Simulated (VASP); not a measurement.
Write the native input for VASP 6.6.1 that does the following.

```
Task                   : relaxation of cell and atoms
Functional             : PBE
Potentials or basis    : VASP PAW PBE potentials, release 64 (Mg, Cd, Se)
Cutoff                 : 600 eV
k mesh                 : 6 × 6 × 2
Occupations            : gaussian, width 0.1 eV
Spin                   : no spin polarisation
Dipole correction      : no
Further INCAR settings : ALGO = Normal; EDIFF = 1e-06; IBRION = 2; EDIFFG = -0.04; NSW = 90; ISIF = 3
```

The structure of Mg2CdSe3 lies in POSCAR:

```
Mg2CdSe3
1.0
    4.0675907000      0.0000000000      0.0000000000
   -2.0337953500      3.5226368800      0.0000000000
    0.0000000000      0.0000000000      9.9635217100
Mg Cd Se
2 1 3
Direct
    0.3333333300      0.6666666700      0.6666666700
    0.6666666700      0.3333333300      0.3333333300
    0.0000000000      0.0000000000      0.0000000000
    0.0000000000      0.0000000000      0.5000000000
    0.3333333300      0.6666666700      0.1666666700
    0.6666666700      0.3333333300      0.8333333300
```

The input as run:

INCAR

```
SYSTEM = Mg2CdSe3
ALGO = Normal
EDIFF = 1E-6
EDIFFG = -0.04
ENCUT = 600
GGA = PE
IBRION = 2
ISIF = 3
ISMEAR = 0
LASPH = .True.
LCHARG = .False.
LREAL = .False.
LWAVE = .False.
NELM = 100
NSW = 90
PREC = Accurate
SIGMA = 0.1
```

KPOINTS

```
k-points
0
Gamma
  6 6 2
  0 0 0
```

Potentials or basis: VASP PAW PBE potentials, release 64 (Mg, Cd, Se).

Run with:

```sh
$ cat potpaw_PBE.64/Mg/POTCAR potpaw_PBE.64/Cd/POTCAR potpaw_PBE.64/Se/POTCAR > POTCAR
$ mpirun -np 1 vasp_std > vasp.out
```

It gave:

The relaxed volume is 21.94 Å³/atom and the relaxed cell is a = 3.960 Å, b = 3.960 Å, c = 9.694 Å, α = 90.00°, β = 90.00°, γ = 120.00°. The space group after relaxing (to 0.1 Å) is P-3m1 (No. 164) and the energy gained by relaxing is 34.6 meV/atom. The ionic steps are 7 and the pressure after relaxing is -0.2 GPa. The largest force after relaxing is 0.028 eV/Å and the band gap on the k mesh is 0.86 eV (least direct gap 1.51 eV).

It took 2.3 min on 1 thread of AMD EPYC 9R45 (Zen 5), with other jobs on the host, peak memory 0.28 GiB.
